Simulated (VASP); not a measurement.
Wanted: the native input for a VASP 6.6.1 run.

* Task: single point
* Functional: PBE
* Potentials or basis: VASP PAW PBE potentials, release 64 (Fe)
* Cutoff: 600 eV
* k mesh: 8 × 8 × 8
* Occupations: fermi-dirac, width 0.1 eV
* Spin: no spin polarisation
* Dipole correction: no
* Further INCAR settings: ALGO = Normal; EDIFF = 1e-06; NBANDS = 10

The structure of Fe lies in POSCAR:

```
Fe
1.0
   -1.3807996972      1.3807996972      1.3807996972
    1.3807996972     -1.3807996972      1.3807996972
    1.3807996972      1.3807996972     -1.3807996972
Fe
1
Direct
    0.0000000000      0.0000000000      0.0000000000
```

The input as run:

INCAR

```
ALGO     = Normal         # electronic algorithm
EDIFF    = 1E-6           # SCF threshold, eV
ENCUT    = 600            # plane-wave cutoff, eV
GGA      = PE             # functional
GGA_COMPAT= False        
ISIF     = 2              # what is computed and relaxed
ISMEAR   = -1             # smearing method
LASPH    = True           # aspherical terms in the spheres
LCHARG   = False          # write CHGCAR
LREAL    = False          # projectors in reciprocal space
LWAVE    = False          # write WAVECAR
NBANDS   = 10             # bands
NELM     = 120            # most SCF steps
PREC     = Accurate       # precision mode
SIGMA    = 0.1            # smearing width, eV
```

KPOINTS

```
k-points
0
Gamma
  8 8 8
```

Potentials or basis: VASP PAW PBE potentials, release 64 (Fe).

Run with:

```bash
$ cat potpaw_PBE.64/Fe/POTCAR > POTCAR
$ mpirun -np 1 vasp_std > vasp.out
```

It gave:

```json
{
  "Pressure": "-0.8 GPa",
  "Band gap on the k mesh": "zero (band 4 reaches 7.74 eV, above the bottom of band 5 at 5.97 eV)"
}
```

Caveat: the k points lie up to 0.40 Å⁻¹ apart; the run has no spin polarisation, though such a crystal can be magnetic.

Wall time 4.4 s on 1 thread of Intel Xeon 8259CL (shared host), peak memory 0.13 GiB.
